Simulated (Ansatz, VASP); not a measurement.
**ScAl3 in VASP and in Ansatz**

```xyz
4
Lattice="1.5096 0.8715 9.4281 -1.5096 0.8715 9.4281 0.0000 -1.7431 9.4281" Properties=species:S:1:pos:R:3 pbc="T T T"
Sc    0.0000    0.0000    0.0000
Al    0.0000    0.0000   21.3043
Al    0.0000    0.0000   14.1421
Al    0.0000    0.0000    6.9800
```

Alike in both runs: functional PBE; k mesh 6 × 6 × 6; occupations gaussian, width 0.1 eV; no spin polarisation.

Ansatz relaxed the structure, and its values are those at the end. VASP's run is a single point on that final structure, the one shown.

```csv
,VASP,Ansatz
version,VASP 6.6.1,Ansatz 0.2.0
potentials or method,"VASP PAW PBE potentials, release 64 (Sc_sv, Al), cutoff 520 eV","scalar-relativistic, plane waves, PAW"
valence electrons in the cell,20,20
```

VASP gave:

- gap on the k mesh at the Fermi level (eV): none
- pressure (GPa): 0.1
- rms of the force components (eV/Å): 0.005

What did Ansatz give for the same quantities?

gap on the k mesh at the Fermi level (eV): none; pressure (GPa): 0.1; rms of the force components (eV/Å): 0.001.

A gap of «none» marks a metal or a gap that the smearing closes. With one functional, cell and mesh, what is left measures potentials, basis and numerics.

The k mesh is coarse, so the values compare programs but aren't converged.
